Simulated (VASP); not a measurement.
Here is a VASP 6.6.1 calculation.

POSCAR

```
GaN
1.0
    3.0876054770      0.0000000000      0.0000000000
   -1.5438027385      2.6739447799      0.0000000000
    0.0000000000      0.0000000000      5.1835962425
Ga N
2 2
Direct
    0.3333333333      0.6666666667      0.9991101046
    0.6666666667      0.3333333333      0.4991101046
    0.3333333333      0.6666666667      0.3758898954
    0.6666666667      0.3333333333      0.8758898954
```

Contents of INCAR.step1:

```
PREC     = Accurate       # precision mode
ENCUT    = 520            # plane-wave cutoff, eV
ISMEAR   = 0              # smearing method
SIGMA    = 0.05           # smearing width, eV
LREAL    = False          # projectors in reciprocal space
LASPH    = True           # aspherical terms in the spheres
NELM     = 60             # most SCF steps
NBANDS   = 26             # bands
GGA      = PE             # functional
ALGO     = Normal         # electronic algorithm
EDIFF    = 1E-4           # SCF threshold, eV
LWAVE    = True           # write WAVECAR
LCHARG   = False          # write CHGCAR
```

The input INCAR.step2:

```
PREC     = Accurate       # precision mode
ENCUT    = 520            # plane-wave cutoff, eV
EDIFF    = 1E-6           # SCF threshold, eV
ISMEAR   = 0              # smearing method
SIGMA    = 0.05           # smearing width, eV
LREAL    = False          # projectors in reciprocal space
LASPH    = True           # aspherical terms in the spheres
NELM     = 60             # most SCF steps
ALGO     = Normal         # electronic algorithm
ISIF     = 2              # what is computed and relaxed
LWAVE    = False          # write WAVECAR
LCHARG   = False          # write CHGCAR
METAGGA  = R2SCAN         # meta-GGA
LMIXTAU  = True         
NBANDS   = 26             # bands
ISTART   = 1
```

File KPOINTS:

```
regular mesh
0
Gamma
  12 12 6
```

Potentials or basis: VASP PAW PBE potentials, release 64 (Ga_d, N).

Command:

```console
$ cat potpaw_PBE.64/Ga_d/POTCAR potpaw_PBE.64/N/POTCAR > POTCAR
$ cp INCAR.step1 INCAR
$ mpirun -np 1 vasp_std > vasp.out
$ cp INCAR.step2 INCAR
$ mpirun -np 1 vasp_std > vasp.out
```

(1) What does it give for the band gap on the k mesh?

(2) What does it give for the pressure?

(3) What does it give for the largest force?

## Answers

(1) 2.65 eV.

(2) 15.3 GPa.

(3) 0.430 eV/Å.

Caveat: the cell differs from its parent crystal (strain -0.030 along x and y, +0.000 along z); the stress differs along the axes, from 6 to 20 GPa; the PAW data sets were made with another functional, which shifts forces and pressure a little.
